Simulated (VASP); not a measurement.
Input of a VASP 6.6.1 run:

The input INCAR:

```
SYSTEM = TaN
ALGO = Normal
EDIFF = 1E-6
ENCUT = 520
GGA = PE
ISIF = 2
ISMEAR = 0
LASPH = .TRUE.
LCHARG = .TRUE.
LELF = .TRUE.
LREAL = .FALSE.
LVHAR = .TRUE.
LWAVE = .FALSE.
NBANDS = 15
NELM = 60
PREC = Accurate
SIGMA = 0.15
```

Contents of KPOINTS:

```
k-points
0
G
  18 18 18
  0 0 0
```

The input POSCAR:

```
TaN
1.0
    0.0000000000      2.2081122569      2.2081122569
    2.2081122569      0.0000000000      2.2081122569
    2.2081122569      2.2081122569      0.0000000000
Ta N
1 1
Direct
    0.4968326312      0.5063329848      0.5031673688
    0.0409173038     -0.0818119638     -0.0409173038
```

Potentials or basis: VASP PAW PBE potentials, release 64 (Ta_pv, N).

Run with:

```console
$ cat potpaw_PBE.64/Ta_pv/POTCAR potpaw_PBE.64/N/POTCAR > POTCAR
$ mpirun -np 1 vasp_std > vasp.out
```

Estimate the pressure.

17.0 GPa.

What does it give for the largest force?

3.551 eV/Å.

Stress tensor (GPa, compression positive):
```
42.77  0.00 -3.80
 0.00  1.94  0.00
-3.80  0.00  6.32
```

Caveat: the cell differs from its parent crystal (atoms displaced along several vibrational modes); the stress differs along the axes, from 2 to 43 GPa; forces of over 1 eV/Å act on the atoms, so gaps and moduli don't describe the material at rest.
